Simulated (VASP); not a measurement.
Write the native input for VASP 6.6.1 that does the following.

* Task: relaxation of cell and atoms
* Functional: PBE
* Potentials or basis: VASP PAW PBE potentials, release 64 (Hg, O)
* Cutoff: 600 eV
* k mesh: 4 × 3 × 3
* Occupations: gaussian, width 0.15 eV
* Spin: no spin polarisation
* Dipole correction: no
* Further INCAR settings: ALGO = Normal; EDIFF = 1e-07; IBRION = 2; EDIFFG = -0.08; NSW = 36; ISIF = 3

The structure of Hg2O lies in POSCAR:

```
Hg2O
1.0
    3.5009506000      0.0000000000      0.0000000000
    0.3965358900      4.6016051700      0.0000000000
    1.6593224300      2.0233457700      4.5513476800
Hg O
2 1
Direct
    0.6982352600      0.2940626900      0.4213192900
    0.0408432400      0.5545353500      0.5816102800
    0.2220421500      0.8996873100      0.6187464600
```

The input as run:

INCAR

```
SYSTEM = Hg2O
ALGO = Normal
EDIFF = 1E-7
EDIFFG = -0.08
ENCUT = 600
GGA = PE
IBRION = 2
ISIF = 3
ISMEAR = 0
LASPH = .TRUE.
LCHARG = .FALSE.
LREAL = .FALSE.
LWAVE = .FALSE.
NELM = 100
NSW = 36
PREC = Accurate
SIGMA = 0.15
```

KPOINTS

```
k-points
0
G
  4 3 3
  0 0 0
```

Potentials or basis: VASP PAW PBE potentials, release 64 (Hg, O).

Run with:

```bash
$ cat potpaw_PBE.64/Hg/POTCAR potpaw_PBE.64/O/POTCAR > POTCAR
$ mpirun -np 1 vasp_std > vasp.out
```

It gave:

The relaxed volume is 23.84 Å³/atom, the relaxed cell is a = 3.726 Å, b = 5.703 Å, c = 4.101 Å, α = 57.85°, β = 80.54°, γ = 93.74° and the space group after relaxing (to 0.05 Å) is P1 (No. 1). The energy gained by relaxing is 854.5 meV/atom, the ionic steps are 36 and the pressure after relaxing is 0.0 GPa. The largest force after relaxing is 0.055 eV/Å. The band gap on the k mesh is 1.56 eV, indirect (least direct gap 1.83 eV).

Caveat: the k points lie up to 0.62 Å⁻¹ apart in the final cell; spin-orbit coupling is left out, which moves the levels of the heavy elements; the relaxation stopped at a loose force limit of 0.08 eV/Å, so its end isn't a converged minimum.

It took 19 min on 1 thread of AMD EPYC 7R13 (shared host), peak memory 0.21 GiB.
